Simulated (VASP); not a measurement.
Set up this calculation in VASP 6.6.1, as the native input.

| Item | Value |
| --- | --- |
| Task | single point |
| Functional | PBE |
| Potentials or basis | VASP PAW PBE potentials, release 64 (Ge_d, Pt) |
| Cutoff | 520 eV |
| k mesh | 4 × 4 × 4 |
| Occupations | gaussian, width 0.1 eV |
| Spin | no spin polarisation |
| Dipole correction | no |
| Further INCAR settings | ALGO = Normal; EDIFF = 1e-07; NBANDS = 34 |

The structure of Ge3Pt lies in POSCAR:

```
Ge3Pt
1.0
    4.1475422656      0.0000000000      0.0000000000
    0.0000000000      4.1475422656      0.0000000000
    0.0000000000      0.0000000000      4.1475422656
Ge Pt
3 1
Direct
    0.5000000000      0.5000000000      0.0000000000
    0.5000000000      0.0000000000      0.5000000000
    0.0000000000      0.5000000000      0.5000000000
    0.0000000000      0.0000000000      0.0000000000
```

These files were run (other wordings do the same):

INCAR

```
  PREC = Accurate
  ENCUT = 520
  EDIFF = 1E-7
  ISMEAR = 0
  SIGMA = 0.1
  LREAL = F
  LASPH = T
  NELM = 60
  ALGO = Normal
  ISIF = 2
  LWAVE = F
  LCHARG = F
  GGA = PE
  NBANDS = 34
```

KPOINTS

```
Automatic mesh
0
Gamma
  4 4 4
```

Potentials or basis: VASP PAW PBE potentials, release 64 (Ge_d, Pt).

Run with:

```bash
$ cat potpaw_PBE.64/Ge_d/POTCAR potpaw_PBE.64/Pt/POTCAR > POTCAR
$ mpirun -np 1 vasp_std > vasp.out
```

Results of the run:

```yaml
Pressure: 0.0 GPa
Band_gap_on_the_k_mesh: zero (band 26 reaches 7.99 eV, above the bottom of band 27 at 6.38 eV)
```

Caveat: the k points lie up to 0.38 Å⁻¹ apart; spin-orbit coupling is left out, which moves the levels of the heavy elements.

Wall time 14 s on 1 thread of Intel(R) Xeon(R) Platinum 8488C (Sapphire Rapids) (shared host), peak memory 0.17 GiB.
